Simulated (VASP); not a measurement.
Set up this calculation in VASP 6.6.1, as the native input.

```
Task                   : single point
Functional             : r2SCAN
Potentials or basis    : VASP PAW PBE potentials, release 64 (Pb_d)
Cutoff                 : 520 eV
k mesh                 : 18 × 18 × 10
Occupations            : gaussian, width 0.15 eV
Spin                   : no spin polarisation
Dipole correction      : no
Further INCAR settings : ALGO = Normal; EDIFF = 1e-07; NBANDS = 21
```

Crystal: Pb.

```
CELL_PARAMETERS angstrom
3.57808 0.00000 0.00000
-1.78904 3.09871 0.00000
0.00000 0.00000 5.28774
ATOMIC_POSITIONS crystal
Pb 0.33333 0.66667 0.25000
Pb 0.66667 0.33333 0.75000
```

This cell differs from its parent crystal: ratio of the length along z to the lengths across it x 0.92, volume and fractional coordinates fixed.

The input as run:

POSCAR

```
Pb
1.0
    3.5780800650      0.0000000000      0.0000000000
   -1.7890400325      3.0987082331      0.0000000000
    0.0000000000      0.0000000000      5.2877432491
Pb
2
Direct
    0.3333333333      0.6666666667      0.2500000000
    0.6666666667      0.3333333333      0.7500000000
```

INCAR.step1

```
PREC = Accurate
ENCUT = 520
ISMEAR = 0
SIGMA = 0.15
LREAL = False
LASPH = True
NELM = 100
NBANDS = 21
GGA = PE
ALGO = Normal
EDIFF = 1E-4
LWAVE = True
LCHARG = False
```

INCAR.step2

```
PREC = Accurate
ENCUT = 520
EDIFF = 1E-7
ISMEAR = 0
SIGMA = 0.15
LREAL = False
LASPH = True
NELM = 100
ALGO = Normal
ISIF = 2
LWAVE = False
LCHARG = True
METAGGA = R2SCAN
LMIXTAU = True
LELF = True
LVHAR = True
NBANDS = 21
ISTART = 1
```

KPOINTS

```
Automatic mesh
0
Gamma
  18 18 10
```

Potentials or basis: VASP PAW PBE potentials, release 64 (Pb_d).

Launch:

```console
$ cat potpaw_PBE.64/Pb_d/POTCAR > POTCAR
$ cp INCAR.step1 INCAR
$ mpirun -np 1 vasp_std > vasp.out
$ cp INCAR.step2 INCAR
$ mpirun -np 1 vasp_std > vasp.out
```

Results of the run:

| Item | Value |
| --- | --- |
| Pressure | 3.3 GPa |
| Band gap on the k mesh | zero (band 14 reaches 12.83 eV, above the bottom of band 15 at 5.24 eV) |

Caveat: the PAW data sets were made with another functional, which shifts forces and pressure a little; spin-orbit coupling is left out, which moves the levels of the heavy elements.

It took 15 min on 1 thread of Intel(R) Xeon(R) Platinum 8259CL CPU @ 2.50GHz (Skylake/Cascade Lake), on a shared host, peak memory 0.34 GiB.
